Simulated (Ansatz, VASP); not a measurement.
# One calculation of PbSe, two programs

Contents of INCAR:

```
SYSTEM = PbSe
ALGO = Normal
EDIFF = 1E-7
ENCUT = 520
GGA = PE
ISIF = 2
ISMEAR = 0
IVDW = 12
LASPH = .TRUE.
LCHARG = .TRUE.
LELF = .TRUE.
LREAL = .FALSE.
LVHAR = .TRUE.
LWAVE = .FALSE.
NBANDS = 28
NELM = 100
PREC = Accurate
SIGMA = 0.05
```

The input KPOINTS:

```
k-points
0
G
  8 8 6
  0 0 0
```

Contents of POSCAR:

```
PbSe
1.0
    2.0902302923     -5.9499289295      0.0000000000
    2.0902302923      5.9499289295      0.0000000000
    0.0000000000      0.0000000000      4.4504935700
Pb Se
2 2
Direct
    0.6317607300      0.3682392700      0.7500000000
    0.3682392700      0.6317607300      0.2500000000
    0.8612899600      0.1387100400      0.7500000000
    0.1387100400      0.8612899600      0.2500000000
```

Input for Ansatz:

```yaml
crystal:
  lattice:
    - [2.0902302923, -5.9499289295, 0.0]
    - [2.0902302923, 5.9499289295, 0.0]
    - [0.0, 0.0, 4.45049357]
  atoms:
    - { symbol: Pb, position: [0.63176073, 0.36823927, 0.75] }
    - { symbol: Pb, position: [0.36823927, 0.63176073, 0.25] }
    - { symbol: Se, position: [0.86128996, 0.13871004, 0.75] }
    - { symbol: Se, position: [0.13871004, 0.86128996, 0.25] }
basis:
  ecutwfc: 420
kpoints:
  mp_grid: { grid: [8, 8, 6] }
hamiltonian:
  xc: pbe
  dispersion: d3bj
scf:
  occupations: { method: gaussian, width: 0.05 }
output:
  forces: true
  stress: true
  eigenvalues: true
```

Change from the starting cell: strain -0.030 along x and y, +0.000 along z, atoms carried along.

Alike in both runs: task single point; functional PBE; dispersion D3(BJ); k mesh 8 × 8 × 6; occupations gaussian, width 0.05 eV; no spin polarisation.

|  | VASP | Ansatz |
| --- | --- | --- |
| version | VASP 6.6.1 | Ansatz 0.2.0 |
| potentials or method | VASP PAW PBE potentials, release 64 (Pb_d, Se), cutoff 520 eV | scalar-relativistic, plane waves, PAW |
| valence electrons in the cell | 40 | 60 |

```csv
,VASP,Ansatz,Ansatz less VASP
gap on the k mesh at the Fermi level (eV),1.02,1.02,-0.001
least direct gap on the mesh (eV),1.09,1.08,-0.001
pressure (GPa),2.2,2.2,-0.01
"traceless stress, the component that is largest in VASP (GPa)",1.35,1.31,-0.035
rms of the force components (eV/Å),0.321,0.315,-0.0060
```

Atom by atom the forces differ by 0.006 eV/Å (rms over components). VASP's potentials hold 40 valence electrons a cell and Ansatz's 60, so a difference there can come from the potentials and not from the codes.

Neither program's run includes spin-orbit coupling.
